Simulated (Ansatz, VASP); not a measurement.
**AlN in VASP and in Ansatz**

```
CELL_PARAMETERS angstrom
3.05770 0.00000 0.00000
-1.52885 2.64805 0.00000
0.00000 0.00000 4.54810
ATOMIC_POSITIONS crystal
Al 0.33333 0.66667 0.00152
Al 0.66667 0.33333 0.50152
N 0.33333 0.66667 0.38348
N 0.66667 0.33333 0.88348
```

Alike in both runs: task relaxation of the atoms; functional LDA; k mesh 9 × 9 × 6; occupations gaussian, width 0.05 eV; no spin polarisation.

|  | VASP | Ansatz |
| --- | --- | --- |
| version | VASP 6.6.1 | Ansatz 0.2.0 |
| potentials or method | VASP PAW LDA potentials, release 64 (Al, N), cutoff 520 eV | scalar-relativistic, plane waves, PAW |
| valence electrons in the cell | 16 | 16 |

|  | VASP | Ansatz | Ansatz less VASP |
| --- | --- | --- | --- |
| gap on the k mesh at the Fermi level, each at its own relaxed structure (eV) | 4.78 | 4.78 | -0.007 |

Ansatz warns that its potentials were made for another functional, while VASP's fit it. LDA's correlation is that of Perdew and Zunger in VASP and of Perdew and Wang (1992) in Ansatz. Ansatz's warnings: stress scf threshold loose.
